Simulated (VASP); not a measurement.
# CoO (Fm-3m) in VASP: notebook, part 2 of 2

VASP 6.6.1.

### Step 5. Single point, PBE, collinear spin, ferromagnetic start

File INCAR:

```
SYSTEM = CoO
ALGO = Normal
EDIFF = 1E-6
ENCUT = 600
GGA = PE
GGA_COMPAT = .FALSE.
ISIF = 2
ISMEAR = -1
ISPIN = 2
LASPH = .TRUE.
LCHARG = .TRUE.
LELF = .TRUE.
LMAXMIX = 4
LORBIT = 11
LREAL = .FALSE.
LVHAR = .TRUE.
LWAVE = .FALSE.
MAGMOM = 2.5 0
NBANDS = 18
NELM = 200
PREC = Accurate
SIGMA = 0.1
```

File KPOINTS:

```
k-points
0
G
  10 10 10
  0 0 0
```

File POSCAR:

```
CoO
1.0
    0.0000000000      2.1315000000      2.1315000000
    2.1315000000      0.0000000000      2.1315000000
    2.1315000000      2.1315000000      0.0000000000
Co O
1 1
Direct
    0.0000000000      0.0000000000      0.0000000000
    0.5000000000      0.5000000000      0.5000000000
```

Potentials or basis: VASP PAW PBE potentials, release 64 (Co, O).

On the command line:

```bash
$ cat potpaw_PBE.64/Co/POTCAR potpaw_PBE.64/O/POTCAR > POTCAR
$ mpirun -np 1 vasp_std > vasp.out
```

OUTCAR:

```text
SYSTEM = CoO
   EDIFF = 1E-6
   ENCUT = 600
   GGA = PE
   ISIF = 2
   ISMEAR = -1
   ISPIN = 2
   LASPH = .TRUE.
   LORBIT = 11
   LREAL = .FALSE.
   NELM = 200
   PREC = Accurate

 ion  position               nearest neighbor table
   1  0.000  0.000  0.000-   2 2.13   2 2.13   2 2.13   2 2.13   2 2.13   2 2.13
   2  0.500  0.500  0.500-   1 2.13   1 2.13   1 2.13   1 2.13   1 2.13   1 2.13

  LATTYP: Found a face centered cubic cell.
 ALAT       =     4.2630000000

  Lattice vectors:

 A1 = (   0.0000000000,   2.1315000000,   2.1315000000)
 A2 = (   2.1315000000,   0.0000000000,   2.1315000000)
 A3 = (   2.1315000000,   2.1315000000,   0.0000000000)

Analysis of symmetry for initial positions (statically):
=====================================================================
 Subroutine PRICEL returns:
 Original cell was already a primitive cell.

 Routine SETGRP: Setting up the symmetry group for a
 face centered cubic supercell.

 Subroutine GETGRP returns: Found 48 space group operations
[... 9 lines left out ...]

 Routine SETGRP: Setting up the symmetry group for a
 face centered cubic supercell.

 Subroutine GETGRP returns: Found 48 space group operations
 (whereof 48 operations were pure point group operations)
 out of a pool of 48 trial point group operations.

The dynamic configuration has the point symmetry O_h .

Analysis of structural, dynamic, and magnetic symmetry:
=====================================================================
 Subroutine PRICEL returns:
 Original cell was already a primitive cell.

 Routine SETGRP: Setting up the symmetry group for a
 face centered cubic supercell.

 Subroutine GETGRP returns: Found 48 space group operations
 (whereof 48 operations were pure point group operations)
 out of a pool of 48 trial point group operations.

The overall configuration has the point symmetry O_h .

 Subroutine INISYM returns: Found 48 space group operations
[... 5 lines left out ...]
                                     Primitive cell

  volume of cell :      19.3681

  direct lattice vectors                    reciprocal lattice vectors
[... 121 lines left out ...]
 maximum number of plane-waves:       659
   NGX = 13   NGY = 13   NGZ = 13

 number of electron      15.0000007 magnetization       2.8505078

 Free energy of the ion-electron system (eV)
  ---------------------------------------------------
  ext. energy  EPLUGINS =         0.00000000
  ---------------------------------------------------
  free energy    TOTEN  =       -13.11248691 eV

  energy without entropy =      -12.99387156  energy(sigma->0) =      -13.05317923

 E-fermi :   7.8693     XC(G=0): -12.3944

 val. band max:        7.8676088220   @ k =  -0.4000   0.4000   0.1000
 cond. band min:       7.8797905307   @ k =   0.4000   0.1000   0.0000
 fundamental gap:      0.0121817086
 Fermi energy:         7.8693165880

 spin component 1

 k-point     1 :       0.0000    0.0000    0.0000
  band No.  band energies     occupation
      1     -12.2965      1.00000
      2       4.6521      1.00000
      3       4.6522      1.00000
      4       4.7664      1.00000
      5       4.7664      1.00000
      6       4.7664      1.00000
[... 493 lines left out ...]
     17      37.5494      0.00000
     18      38.6456      0.00000

 [... further k-points ...]

 spin component 2

 k-point     1 :       0.0000    0.0000    0.0000
  band No.  band energies     occupation
      1     -11.8225      1.00000
      2       5.2924      1.00000
      3       5.2924      1.00000
      4       5.2924      1.00000
      5       6.7830      0.99998
      6       6.7831      0.99998
[... 493 lines left out ...]
     17      37.9672      0.00000
     18      39.0667      0.00000

 [... further k-points ...]
[... 5 lines left out ...]
  --------------------------------------------------------------------------------------
  -------------------------------------------------------------------------------------
  Total       -0.3029156     -0.3029156     -0.3029156      0.0000000     -0.0000000      0.0000000
  in kB      -25.0579885    -25.0579885    -25.0579885      0.0000000     -0.0000000      0.0000000
  external PRESSURE =     -25.0579885 kB  Pullay stress =       0.0000000 kB

 VOLUME and BASIS-vectors are now :
 -----------------------------------------------------------------------------
  energy-cutoff  :      600.00
  volume of cell :       19.37
      direct lattice vectors                 reciprocal lattice vectors
     0.000000000  2.131500000  2.131500000    -0.234576589  0.234576589  0.234576589
     2.131500000  0.000000000  2.131500000     0.234576589 -0.234576589  0.234576589
     2.131500000  2.131500000  0.000000000     0.234576589  0.234576589 -0.234576589

 POSITION                                       TOTAL-FORCE (eV/Angst)
 -----------------------------------------------------------------------------------
      0.00000      0.00000      0.00000         0.000000      0.000000      0.000000
      2.13150      2.13150      2.13150         0.000000      0.000000     -0.000000
 -----------------------------------------------------------------------------------
    total drift:                                0.000000     -0.000000     -0.000000

  FREE ENERGIE OF THE ION-ELECTRON SYSTEM (eV)
  ---------------------------------------------------
  free  energy   TOTEN  =       -13.1124869108 eV

  energy  without entropy=      -12.9938715552  energy(sigma->0) =      -13.05317923

 total charge

# of ion       s       p       d       tot
------------------------------------------
    1        0.293   0.354   7.146   7.793
    2        1.553   3.422   0.000   4.975
--------------------------------------------------
tot          1.846   3.776   7.146  12.768

 magnetization (x)

# of ion       s       p       d       tot
------------------------------------------
    1        0.020   0.018   2.483   2.521
    2        0.028   0.251   0.000   0.279
--------------------------------------------------
tot          0.049   0.269   2.483   2.800
```

OSZICAR:

```text
N       E                     dE             d eps       ncg     rms          rms(c)
DAV:   1     0.879156146212E+02    0.87916E+02   -0.73197E+03  3472   0.108E+03
DAV:   2    -0.990502615524E+01   -0.97821E+02   -0.83916E+02  3586   0.241E+02
DAV:   3    -0.156445027466E+02   -0.57395E+01   -0.55870E+01  3964   0.613E+01
DAV:   4    -0.157056646744E+02   -0.61162E-01   -0.61106E-01  4038   0.598E+00
DAV:   5    -0.157070249001E+02   -0.13602E-02   -0.13600E-02  4144   0.909E-01    0.157E+01
DAV:   6    -0.145016182918E+02    0.12054E+01   -0.17422E+01  4364   0.610E+01    0.201E+01
DAV:   7    -0.132228522213E+02    0.12788E+01   -0.75647E+00  4220   0.483E+01    0.790E+00
DAV:   8    -0.131352497424E+02    0.87602E-01   -0.36509E-01  4618   0.876E+00    0.423E+00
DAV:   9    -0.131271150790E+02    0.81347E-02   -0.24527E-01  4894   0.861E+00    0.259E+00
DAV:  10    -0.131169655519E+02    0.10150E-01   -0.55470E-02  4976   0.416E+00    0.940E-01
DAV:  11    -0.131126996741E+02    0.42659E-02   -0.33397E-02  4746   0.297E+00    0.376E-01
DAV:  12    -0.131124777093E+02    0.22196E-03   -0.37259E-03  4804   0.797E-01    0.511E-02
DAV:  13    -0.131124890597E+02   -0.11350E-04   -0.19922E-04  3776   0.114E-01    0.469E-02
DAV:  14    -0.131124852827E+02    0.37770E-05   -0.90300E-06  4552   0.268E-02    0.147E-02
DAV:  15    -0.131124865596E+02   -0.12769E-05   -0.16912E-06  3880   0.245E-02    0.668E-03
DAV:  16    -0.131124869108E+02   -0.35123E-06   -0.18733E-06  2672   0.203E-02
   1 F= -.13112487E+02 E0= -.13053179E+02  d E =-.118615E+00  mag=     2.8505
```

It took 22 s on 1 thread of AMD EPYC 9R45 (Zen 5), shared host; peak memory 0.14 GiB.

What came out:

```
Free energy                                           : -13.1125 eV
Pressure                                              : -2.5 GPa
Net moment                                            : 2.85 μB per cell
Site moments                                          : Co +2.52; O +0.28 μB
Valence electrons inside the program's atomic spheres : Co 7.79; O 4.97
```

Caveat: a cell with one magnetic atom can't hold antiferromagnetic order, which such compounds often take; semilocal functionals often make such compounds metallic where correlation or magnetic order opens a gap, which also shifts bond lengths.

### Step 6. The runs side by side

```tsv
smearing	gap on the mesh (eV)	pressure (GPa)	moment (μB)
fermi-dirac 0.5 eV	none	-2.1	2.18
fermi-dirac 0.3 eV	none	-3.1	2.63
fermi-dirac 0.2 eV	none	-3.0	2.74
fermi-dirac 0.1 eV	none	-2.5	2.85
```

Alike in all rows: task single point; level PBE; potentials or basis VASP PAW PBE potentials, release 64 (Co, O); spin collinear, ferromagnetic start; cell as given; k mesh 10 × 10 × 10; cutoff (eV) 600.

Every run on the cell as given and a fine mesh finds a metal.

Caveats: a cell with one magnetic atom can't hold antiferromagnetic order, which such compounds often take; semilocal functionals often make such compounds metallic where correlation or magnetic order opens a gap, which also shifts bond lengths.

Total energies depend on the potentials used, so only differences within one code and one set of settings carry meaning.
